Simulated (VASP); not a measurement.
# HfN (I4/mmm) in VASP: notebook

Runs on HfN. Level: r2SCAN. Tasks: single point.

Everything below comes from runs of VASP 6.6.1. Logs are shortened: lines on timing, memory, paths and dates and some standing lists are left out, and cuts for length are marked.

**1. The cell of the first run**

Symmetry: I4/mmm, No. 139, tetragonal system. The conventional cell has a = 3.179 Å, b = 3.179 Å, c = 4.518 Å, α = 90.00°, β = 90.00°, γ = 90.00°. Hf (site symmetry 4/mmm) has 6 N at 2.25 to 2.26 Å within 3.0 Å. Within 3.0 Å of N (site symmetry 4/mmm) lie 6 Hf at 2.25 to 2.26 Å.

**2. Single point, r2SCAN (strain -0.0050 x Voigt [1, 1, 0, 0, 0, 0])**

Contents of POSCAR:

```
HfN
1.0
    0.0000000000      2.2477050000      2.2590000000
    2.2477050000      0.0000000000      2.2590000000
    2.2477050000      2.2477050000      0.0000000000
Hf N
1 1
Direct
    0.0000000000      0.0000000000      0.0000000000
    0.5000000000      0.5000000000      0.5000000000
```

Contents of INCAR.step1:

```
SYSTEM = HfN
PREC     = Accurate       ! precision mode
ENCUT    = 520            ! plane-wave cutoff, eV
ISMEAR   = 0              ! smearing method
SIGMA    = 0.15           ! smearing width, eV
LREAL    = .FALSE.        ! projectors in reciprocal space
LASPH    = .TRUE.         ! aspherical terms in the spheres
NELM     = 60             ! most SCF steps
NBANDS   = 14             ! bands
GGA      = PE             ! functional
ALGO     = Normal         ! electronic algorithm
EDIFF    = 1E-4           ! SCF threshold, eV
LWAVE    = .TRUE.         ! write WAVECAR
LCHARG   = .FALSE.        ! write CHGCAR
```

Contents of INCAR.step2:

```
SYSTEM = HfN
PREC     = Accurate       ! precision mode
ENCUT    = 520            ! plane-wave cutoff, eV
EDIFF    = 1E-7           ! SCF threshold, eV
ISMEAR   = 0              ! smearing method
SIGMA    = 0.15           ! smearing width, eV
LREAL    = .FALSE.        ! projectors in reciprocal space
LASPH    = .TRUE.         ! aspherical terms in the spheres
NELM     = 60             ! most SCF steps
ALGO     = Normal         ! electronic algorithm
ISIF     = 2              ! what is computed and relaxed
LWAVE    = .FALSE.        ! write WAVECAR
LCHARG   = .FALSE.        ! write CHGCAR
METAGGA  = R2SCAN         ! meta-GGA
LMIXTAU  = .TRUE.       
NBANDS   = 14             ! bands
ISTART   = 1
```

Contents of KPOINTS:

```
regular mesh
0
G
  18 18 18
  0 0 0
```

Potentials or basis: VASP PAW PBE potentials, release 64 (Hf_pv, N).

Command:

```
$ cat potpaw_PBE.64/Hf_pv/POTCAR potpaw_PBE.64/N/POTCAR > POTCAR
$ cp INCAR.step1 INCAR
$ mpirun -np 1 vasp_std > vasp.out
$ cp INCAR.step2 INCAR
$ mpirun -np 1 vasp_std > vasp.out
```

OUTCAR:

```text
SYSTEM = HfN
   PREC = Accurate
   ENCUT = 520
   EDIFF = 1E-7
   ISMEAR = 0
   LREAL = .FALSE.
   LASPH = .TRUE.
   NELM = 60
   ISIF = 2
   METAGGA = R2SCAN
   ISTART = 1

 ion  position               nearest neighbor table
   1  0.000  0.000  0.000-   2 2.25   2 2.25   2 2.25   2 2.25   2 2.26   2 2.26
   2  0.500  0.500  0.500-   1 2.25   1 2.25   1 2.25   1 2.25   1 2.26   1 2.26

  LATTYP: Found a body centered tetragonal cell.
 ALAT       =     3.1787348952
 C/A-ratio  =     1.4213201632

  Lattice vectors:

 A1 = (  -2.2477050000,   0.0000000000,   2.2590000000)
 A2 = (   2.2477050000,   0.0000000000,   2.2590000000)
 A3 = (   0.0000000000,   2.2477050000,  -2.2590000000)

Analysis of symmetry for initial positions (statically):
=====================================================================
 Subroutine PRICEL returns:
 Original cell was already a primitive cell.

 Routine SETGRP: Setting up the symmetry group for a
 body centered tetragonal supercell.

 Subroutine GETGRP returns: Found 16 space group operations
 (whereof 16 operations were pure point group operations)
 out of a pool of 16 trial point group operations.

The static configuration has the point symmetry D_4h.

Analysis of symmetry for dynamics (positions and initial velocities):
=====================================================================
 Subroutine PRICEL returns:
 Original cell was already a primitive cell.

 Routine SETGRP: Setting up the symmetry group for a
 body centered tetragonal supercell.

 Subroutine GETGRP returns: Found 16 space group operations
 (whereof 16 operations were pure point group operations)
 out of a pool of 16 trial point group operations.

The dynamic configuration has the point symmetry D_4h.

 Subroutine INISYM returns: Found 16 space group operations
 (whereof 16 operations are pure point group operations),
 and found     1 'primitive' translations

----------------------------------------------------------------------------------------

                                     Primitive cell

  volume of cell :      22.8257

  direct lattice vectors                    reciprocal lattice vectors
     0.000000000  2.247705000  2.259000000    -0.222449120  0.222449120  0.221336875
     2.247705000  0.000000000  2.259000000     0.222449120 -0.222449120  0.221336875
     2.247705000  2.247705000  0.000000000     0.222449120  0.222449120 -0.221336875

  length of vectors
     3.186731675  3.186731675  3.178734895     0.384652095  0.384652095  0.384652095

  position of ions in fractional coordinates (direct lattice)
     0.000000000  0.000000000  0.000000000
     0.500000000  0.500000000  0.500000000

  ion indices of the primitive-cell ions
   primitive index   ion index
                 1           1
                 2           2

----------------------------------------------------------------------------------------

 KPOINTS: regular mesh

Automatic generation of k-mesh.
 Grid dimensions read from file:
 generate k-points for:   18   18   18

 Generating k-lattice:

  Cartesian coordinates                     Fractional coordinates (reciprocal lattice)
    -0.012358284  0.012358284  0.012296493     0.055555556  0.000000000  0.000000000
     0.012358284 -0.012358284  0.012296493     0.000000000  0.055555556  0.000000000
     0.012358284  0.012358284 -0.012296493     0.000000000  0.000000000  0.055555556

  Length of vectors
     0.021369561  0.021369561  0.021369561

  Shift w.r.t. Gamma in fractional coordinates (k-lattice)
     0.000000000  0.000000000  0.000000000

 Subroutine IBZKPT returns following result:
 ===========================================

 Found    480 irreducible k-points:

 Following reciprocal coordinates:
            Coordinates               Weight
  0.000000  0.000000  0.000000      1.000000
  0.055556 -0.000000  0.000000      8.000000
  0.111111 -0.000000  0.000000      8.000000
  0.166667  0.000000  0.000000      8.000000
  0.222222 -0.000000  0.000000      8.000000
  0.277778 -0.000000  0.000000      8.000000
[... 16 lines left out ...]
 -0.277778  0.055556  0.000000      8.000000
 -0.222222  0.055556  0.000000      8.000000
 [... further k-points ...]
   k-points           NKPTS =    480   k-points in BZ     NKDIM =    480   number of bands    NBANDS=     14
   number of dos      NEDOS =    301   number of ions     NIONS =      2
   total plane-waves  NPLWV =  13824
   dimension x,y,z NGX =    24 NGY =   24 NGZ =   24
   dimension x,y,z NGXF=    48 NGYF=   48 NGZF=   48
   ions per type =               1   1
   NGX,Y,Z   is equivalent  to a cutoff of  12.52, 12.52, 12.55 a.u.
   NGXF,Y,Z  is equivalent  to a cutoff of  25.04, 25.04, 25.10 a.u.
 SYSTEM =  HfN
   PREC   = accura    normal or accurate (medium, high low for compatibility)
   ISTART =      1    job   : 0-new  1-cont  2-samecut
   ICHARG =      0    charge: 1-file 2-atom 10-const
   ISPIN  =      1    spin polarized calculation?
[... 27 lines left out ...]
  Fermi-wavevector in a.u.,A,eV,Ry     =   1.423302  2.689650 27.562515  2.025788
  Thomas-Fermi vector in A             =   2.543914
   LORBIT       =      0    0 simple, 1 ext, 2 COOP (PROOUT), +10 PAW based schemes
   METAGGA = R2SCAN    functional components
   LHFCALC =     F    Hartree Fock is set to
   AEXX    =    0.0000 exact exchange contribution
   IVDW    =     0    specifies the selected vdW correction
   LEPSILON=     F    determine dielectric tensor
   LRPA    =     F    only Hartree local field effects (RPA)
 non-spin polarized calculation
 Gauss-broadening in eV      SIGMA  =   0.15
  energy-cutoff  :      520.00
  volume of cell :       22.83
 maximum number of plane-waves:       636
   NGX = 11   NGY = 11   NGZ = 11

 number of electron      15.0000001 magnetization

 Free energy of the ion-electron system (eV)
  ---------------------------------------------------
  ext. energy  EPLUGINS =         0.00000000
  ---------------------------------------------------
  free energy    TOTEN  =       -58.23704089 eV

  energy without entropy =      -58.23016184  energy(sigma->0) =      -58.23360137

 E-fermi :   8.6110     XC(G=0): -13.6211

 val. band max:        8.5991783019   @ k =   0.4444   0.2222   0.1111
 cond. band min:       8.6426546214   @ k =  -0.3333   0.1111   0.3889
 fundamental gap:      0.0434763195
 Fermi energy:         8.6110175189

 k-point     1 :       0.0000    0.0000    0.0000
  band No.  band energies     occupation
      1     -23.8785      2.00000
      2     -23.8726      2.00000
      3     -23.8726      2.00000
      4     -10.1414      2.00000
      5       5.1643      2.00000
      6       5.1881      2.00000
      7       5.1881      2.00000
      8       8.2388      1.99955
      9       8.2972      1.99691
     10       8.2972      1.99691
     11      10.5736      0.00000
     12      10.6932      0.00000
     13      10.8277      0.00000
     14      18.6939      0.00000

 k-point     2 :       0.0556   -0.0000    0.0000
  band No.  band energies     occupation
      1     -23.9085      2.00000
      2     -23.8790      2.00000
      3     -23.8751      2.00000
      4     -10.0681      2.00000
      5       4.8594      2.00000
      6       4.9838      2.00000
      7       4.9989      2.00000
      8       8.3431      1.98845
      9       8.3935      1.95969
     10       8.4053      1.94753
     11      10.8193      0.00000
     12      10.9431      0.00000
     13      11.0617      0.00000
     14      18.9450      0.00000

 k-point     3 :       0.1111   -0.0000    0.0000
  band No.  band energies     occupation
      1     -24.0038      2.00000
      2     -23.8870      2.00000
      3     -23.8822      2.00000
      4      -9.8559      2.00000
      5       4.0938      2.00000
      6       4.5190      2.00000
      7       4.5343      2.00000
      8       8.5390      1.50266
      9       8.6708      0.57327
     10       8.6976      0.41442
     11      11.4767      0.00000
     12      11.6149      0.00000
     13      11.6879      0.00000
     14      19.6528      0.00000
[... 324 lines left out ...]
 k-point    23 :      -0.2778    0.0556    0.0000
  band No.  band energies     occupation
      1     -24.5428      2.00000
      2     -23.9687      2.00000
      3     -23.9132      2.00000
      4      -8.4749      2.00000
      5       0.9354      2.00000
      6       2.5927      2.00000
      7       2.9111      2.00000
      8       9.5067      0.00000
      9      10.2906      0.00000
     10      11.2173      0.00000
     11      13.6624      0.00000
     12      15.0198      0.00000
     13      15.7298      0.00000
     14      19.6477      0.00000

 k-point    24 :      -0.2222    0.0556    0.0000
  band No.  band energies     occupation
      1     -24.3773      2.00000
      2     -23.9528      2.00000
      3     -23.8982      2.00000
      4      -8.9241      2.00000
      5       1.7680      2.00000
      6       3.0271      2.00000
      7       3.4082      2.00000
      8       9.0731      0.00001
      9       9.6344      0.00000
     10      10.5068      0.00000
     11      12.7489      0.00000
     12      14.2415      0.00000
     13      14.6345      0.00000
     14      19.6479      0.00000

 [... further k-points ...]
[... 5 lines left out ...]
  --------------------------------------------------------------------------------------
  -------------------------------------------------------------------------------------
  Total        0.3572177      0.3572177      0.0013348      0.0000000      0.0000000      0.0000000
  in kB       25.0737173     25.0737173      0.0936919      0.0000000      0.0000000      0.0000000
  external PRESSURE =      16.7470422 kB  Pullay stress =       0.0000000 kB

 VOLUME and BASIS-vectors are now :
 -----------------------------------------------------------------------------
  energy-cutoff  :      520.00
  volume of cell :       22.83
      direct lattice vectors                 reciprocal lattice vectors
     0.000000000  2.247705000  2.259000000    -0.222449120  0.222449120  0.221336875
     2.247705000  0.000000000  2.259000000     0.222449120 -0.222449120  0.221336875
     2.247705000  2.247705000  0.000000000     0.222449120  0.222449120 -0.221336875

 POSITION                                       TOTAL-FORCE (eV/Angst)
 -----------------------------------------------------------------------------------
      0.00000      0.00000      0.00000         0.000000      0.000000     -0.000000
      2.24770      2.24770      2.25900         0.000000      0.000000      0.000000
 -----------------------------------------------------------------------------------
    total drift:                                0.000000     -0.000000     -0.000000

  FREE ENERGIE OF THE ION-ELECTRON SYSTEM (eV)
  ---------------------------------------------------
  free  energy   TOTEN  =       -58.2370408938 eV

  energy  without entropy=      -58.2301618407  energy(sigma->0) =      -58.23360137
```

Run time: 7.2 min. Hardware: 1 thread of Intel Xeon Platinum 8259CL at 2.50GHz (Skylake/Cascade Lake), shared host; peak memory 0.28 GiB.

Results:

* Free energy: -58.2370 eV
* Pressure: 1.7 GPa
* Band gap on the k mesh: zero (an odd number of electrons rules out a gap without spin polarisation)

Levels at points of the mesh, in eV from the Fermi level:
| k point | band 5 | band 6 | band 7 | band 8 | band 9 | band 10 | band 11 | band 12 |
| --- | --- | --- | --- | --- | --- | --- | --- | --- |
| (0.00, 0.00, 0.00) | -3.45 | -3.42 | -3.42 | -0.37 | -0.31 | -0.31 | 1.96 | 2.08 |
| (0.50, 0.00, 0.00) | -9.39 | -6.69 | -6.69 | 3.44 | 3.82 | 3.86 | 4.67 | 9.15 |
| (0.50, 0.50, 0.00) | -5.96 | -4.12 | -4.12 | -3.92 | 4.20 | 5.65 | 5.65 | 5.93 |
| (0.50, 0.00, 0.50) | -5.91 | -4.15 | -4.13 | -3.93 | 4.20 | 5.61 | 5.68 | 5.94 |

Caveat: the cell differs from its parent crystal (strain -0.0050 x Voigt [1, 1, 0, 0, 0, 0]); the PAW data sets were made with another functional, which shifts forces and pressure a little; spin-orbit coupling is left out, which moves the levels of the heavy elements; an odd number of electrons without spin polarisation forces a metal; a magnetic or distorted state may lie lower.

**3. Single point, r2SCAN (strain +0.0050 x Voigt [1, 1, 0, 0, 0, 0])**

Contents of POSCAR:

```
HfN
1.0
    0.0000000000      2.2702950000      2.2590000000
    2.2702950000      0.0000000000      2.2590000000
    2.2702950000      2.2702950000      0.0000000000
Hf N
1 1
Direct
    0.0000000000      0.0000000000      0.0000000000
    0.5000000000      0.5000000000      0.5000000000
```

Contents of INCAR.step1:

```
SYSTEM = HfN
ALGO = Normal ; EDIFF = 1E-4
ENCUT = 520 ; GGA = PE
ISMEAR = 0 ; LASPH = .True.
LCHARG = .False. ; LREAL = .False.
LWAVE = .True. ; NBANDS = 14
NELM = 60 ; PREC = Accurate
SIGMA = 0.15
```

Contents of INCAR.step2:

```
SYSTEM = HfN
ALGO = Normal ; EDIFF = 1E-7
ENCUT = 520 ; ISIF = 2
ISMEAR = 0 ; ISTART = 1
LASPH = .True. ; LCHARG = .True.
LELF = .True. ; LMIXTAU = .True.
LREAL = .False. ; LVHAR = .True.
LWAVE = .False. ; METAGGA = R2SCAN
NBANDS = 14 ; NELM = 60
PREC = Accurate ; SIGMA = 0.15
```

Contents of KPOINTS:

```
k-points
0
Gamma
  18 18 18
  0 0 0
```

Potentials or basis: VASP PAW PBE potentials, release 64 (Hf_pv, N).

Command:

```
$ cat potpaw_PBE.64/Hf_pv/POTCAR potpaw_PBE.64/N/POTCAR > POTCAR
$ cp INCAR.step1 INCAR
$ mpirun -np 1 vasp_std > vasp.out
$ cp INCAR.step2 INCAR
$ mpirun -np 1 vasp_std > vasp.out
```

It took 8.9 min on 1 thread of Intel Xeon Platinum 8259CL at 2.50GHz (Skylake/Cascade Lake), shared host; peak memory 0.28 GiB.

Results (log left out):

```
Free energy            : -58.2341 eV
Pressure               : -4.0 GPa
Band gap on the k mesh : zero (an odd number of electrons rules out a gap without spin polarisation)
```

Stress tensor (GPa, compression positive):
```
-4.78  0.00  0.00
 0.00 -4.78  0.00
 0.00  0.00 -2.51
```

Levels at points of the mesh, in eV from the Fermi level:
| k point | band 4 | band 5 | band 6 | band 7 | band 8 | band 9 | band 10 | band 11 | band 12 | band 13 |
| --- | --- | --- | --- | --- | --- | --- | --- | --- | --- | --- |
| (0.00, 0.00, 0.00) | -18.63 | -3.41 | -3.41 | -3.39 | -0.34 | -0.34 | -0.28 | 1.90 | 1.96 | 2.10 |
| (0.50, 0.00, 0.00) | -16.00 | -9.27 | -6.59 | -6.59 | 3.35 | 3.72 | 3.76 | 4.56 | 8.91 | 9.03 |
| (0.50, 0.50, 0.00) | -17.58 | -5.89 | -4.13 | -4.13 | -3.85 | 4.10 | 5.49 | 5.49 | 5.70 | 8.40 |
| (0.50, 0.00, 0.50) | -17.58 | -5.94 | -4.12 | -4.10 | -3.83 | 4.09 | 5.45 | 5.52 | 5.70 | 8.36 |

Caveat: the cell differs from its parent crystal (strain +0.0050 x Voigt [1, 1, 0, 0, 0, 0]); the cell stands under tension; the PAW data sets were made with another functional, which shifts forces and pressure a little; spin-orbit coupling is left out, which moves the levels of the heavy elements; an odd number of electrons without spin polarisation forces a metal; a magnetic or distorted state may lie lower.

**4. Single point, r2SCAN (strain +0.0100 x Voigt [1, 1, 0, 0, 0, 0])**

Contents of POSCAR:

```
HfN
1.0
    0.0000000000      2.2815900000      2.2590000000
    2.2815900000      0.0000000000      2.2590000000
    2.2815900000      2.2815900000      0.0000000000
Hf N
1 1
Direct
    0.0000000000      0.0000000000      0.0000000000
    0.5000000000      0.5000000000      0.5000000000
```

Contents of INCAR.step1:

```
ALGO = Normal
EDIFF = 1E-4
ENCUT = 520
GGA = PE
ISMEAR = 0
LASPH = True
LCHARG = False
LREAL = False
LWAVE = True
NBANDS = 14
NELM = 80
PREC = Accurate
SIGMA = 0.15
```

Contents of INCAR.step2:

```
ALGO = Normal
EDIFF = 1E-7
ENCUT = 520
ISIF = 2
ISMEAR = 0
ISTART = 1
LASPH = True
LCHARG = False
LMIXTAU = True
LREAL = False
LWAVE = False
METAGGA = R2SCAN
NBANDS = 14
NELM = 80
PREC = Accurate
SIGMA = 0.15
```

Contents of KPOINTS:

```
k-points
0
Gamma
  18 18 18
```

Command:

```
$ cat potpaw_PBE.64/Hf_pv/POTCAR potpaw_PBE.64/N/POTCAR > POTCAR
$ cp INCAR.step1 INCAR
$ mpirun -np 1 vasp_std > vasp.out
$ cp INCAR.step2 INCAR
$ mpirun -np 1 vasp_std > vasp.out
```

It took 7.3 min on 1 thread of Intel Xeon Platinum 8259CL at 2.50GHz (Skylake/Cascade Lake), shared host; peak memory 0.29 GiB.

The run converged. Its results:

- Free energy: -58.2251 eV
- Pressure: -6.6 GPa
- Band gap on the k mesh: zero (an odd number of electrons rules out a gap without spin polarisation)

Stress tensor (GPa, compression positive):
```
-8.07  0.00  0.00
 0.00 -8.07  0.00
 0.00  0.00 -3.74
```

Levels at points of the mesh, in eV from the Fermi level:
| k point | band 4 | band 5 | band 6 | band 7 | band 8 | band 9 | band 10 | band 11 | band 12 | band 13 |
| --- | --- | --- | --- | --- | --- | --- | --- | --- | --- | --- |
| (0.00, 0.00, 0.00) | -18.57 | -3.41 | -3.41 | -3.36 | -0.35 | -0.35 | -0.24 | 1.76 | 1.90 | 2.17 |
| (0.50, 0.00, 0.00) | -16.00 | -9.21 | -6.54 | -6.53 | 3.30 | 3.65 | 3.72 | 4.51 | 8.73 | 8.96 |
| (0.50, 0.50, 0.00) | -17.52 | -5.86 | -4.14 | -4.14 | -3.81 | 4.04 | 5.41 | 5.41 | 5.59 | 8.30 |
| (0.50, 0.00, 0.50) | -17.53 | -5.96 | -4.12 | -4.08 | -3.78 | 4.03 | 5.34 | 5.48 | 5.59 | 8.22 |

Caveat: the cell differs from its parent crystal (strain +0.0100 x Voigt [1, 1, 0, 0, 0, 0]); the cell stands under tension; the PAW data sets were made with another functional, which shifts forces and pressure a little; spin-orbit coupling is left out, which moves the levels of the heavy elements; an odd number of electrons without spin polarisation forces a metal; a magnetic or distorted state may lie lower.

**5. Overview**

| cell | gap on the mesh (eV) | pressure (GPa) |
| --- | --- | --- |
| a = 3.187, b = 3.187, c = 3.179 Å, angles 60.1, 60.1, 59.8°, 2 atoms | none | 1.7 |
| a = 3.203, b = 3.203, c = 3.211 Å, angles 59.9, 59.9, 60.2°, 2 atoms | none | -4.0 |
| a = 3.211, b = 3.211, c = 3.227 Å, angles 59.8, 59.8, 60.3°, 2 atoms | none | -6.6 |

Alike in all rows: task single point; level r2SCAN; potentials or basis VASP PAW PBE potentials, release 64 (Hf_pv, N); no spin polarisation; k mesh 18 × 18 × 18; cutoff (eV) 520; smearing gaussian 0.15 eV.

Caveats: the PAW data sets were made with another functional, which shifts forces and pressure a little; spin-orbit coupling is left out, which moves the levels of the heavy elements; an odd number of electrons without spin polarisation forces a metal; a magnetic or distorted state may lie lower; the cell stands under tension (at least some runs).

Total energies depend on the potentials used, so only differences within one code and one set of settings carry meaning.

The gap in the log of VASP goes by the Fermi energy; the results here count the filled bands.